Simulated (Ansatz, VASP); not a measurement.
**Pd in VASP and in Ansatz**

File INCAR:

```
SYSTEM = Pd
  PREC = Accurate
  ENCUT = 520
  EDIFF = 1E-6
  ISMEAR = 0
  SIGMA = 0.05
  LREAL = .False.
  LASPH = .True.
  NELM = 150
  ALGO = Normal
  ISIF = 2
  LWAVE = .False.
  LCHARG = .True.
  ISPIN = 2
  MAGMOM = 0.41 0.41
  LORBIT = 11
  LMAXMIX = 4
  GGA = PS
  LELF = .True.
  LVHAR = .True.
  NBANDS = 21
```

KPOINTS

```
regular mesh
0
Gamma
  15 15 8
  0 0 0
```

Contents of POSCAR:

```
Pd
1.0
    2.7836650458      0.0000000000      0.0000000000
   -1.3918325229      2.4107246453      0.0000000000
    0.0000000000      0.0000000000      4.6288930000
Pd
2
Direct
    0.6666666700      0.3333333300      0.7500000000
    0.3333333300      0.6666666700      0.2500000000
```

Input for Ansatz:

```yaml
crystal:
  lattice:
    - [2.7836650458, 0.0, 0.0]
    - [-1.3918325229, 2.4107246453, 0.0]
    - [0.0, 0.0, 4.628893]
  atoms:
    - { symbol: Pd, position: [0.66666667, 0.33333333, 0.75], spin: 0.41 }
    - { symbol: Pd, position: [0.33333333, 0.66666667, 0.25], spin: 0.41 }
magnetization:
  spin_polarized: true
basis:
  ecutwfc: 420
  fft_grid_basis: typed
kpoints:
  mp_grid: { grid: [15, 15, 8] }
hamiltonian:
  xc: pbesol
  pseudopotentials: { kind: paw }
scf:
  occupations: { method: gaussian, width: 0.05 }
  n_extra_bands: 8
output:
  forces: true
  stress: false
  eigenvalues: true
  bader: false
  write_density: false
  volumetric_format: npy
  populations: true
  band_densities:
    - { e_range: [-0.25, 0.25] }
    - { e_range: [-1.2, 0.0] }
    - { e_range: [0.0, 1.2] }
    - { e_range: [-6.93, -4.61] }
    - { e_range: [-4.61, -2.3] }
  dos:
    e_range: [-30, 8]
    de: 0.02
    method: { smearing: { sigma: 0.03, scheme: gaussian } }
    projected: { site_lists: { Pd: [Pd] } }
checkpoint:
  read: start.run
  write: ck
  compress: false
  write_wavefunctions: false
  write_every: 100000
```

Alike in both runs: task single point; functional PBEsol; k mesh 15 × 15 × 8; occupations gaussian, width 0.05 eV; collinear spin.

|  | VASP | Ansatz |
| --- | --- | --- |
| version | VASP 6.6.1 | Ansatz 0.2.0 |
| potentials or method | VASP PAW PBE potentials, release 64 (Pd), cutoff 520 eV | scalar-relativistic, plane waves, PAW |
| valence electrons in the cell | 20 | 36 |

Ansatz gave:

```
gap on the k mesh at the Fermi level (eV)                     : none
net moment per atom (μB)                                      : 0.40
size of the moment on the site where the two differ most (μB) : 0.41
```

What did VASP give for the same quantities?

gap on the k mesh at the Fermi level (eV): none; net moment per atom (μB): 0.40; size of the moment on the site where the two differ most (μB): 0.40.

VASP's potentials were made for PBE, not for PBEsol. Site moments also hang on the region over which each program counts them. A gap of «none» marks a metal or a gap that the smearing closes. The functional is the same, so the differences come from potentials, cutoffs and numerics. VASP's potentials hold 20 valence electrons a cell and Ansatz's 36, so a difference there can come from the potentials and not from the codes. Ansatz's warnings: stability check not made.
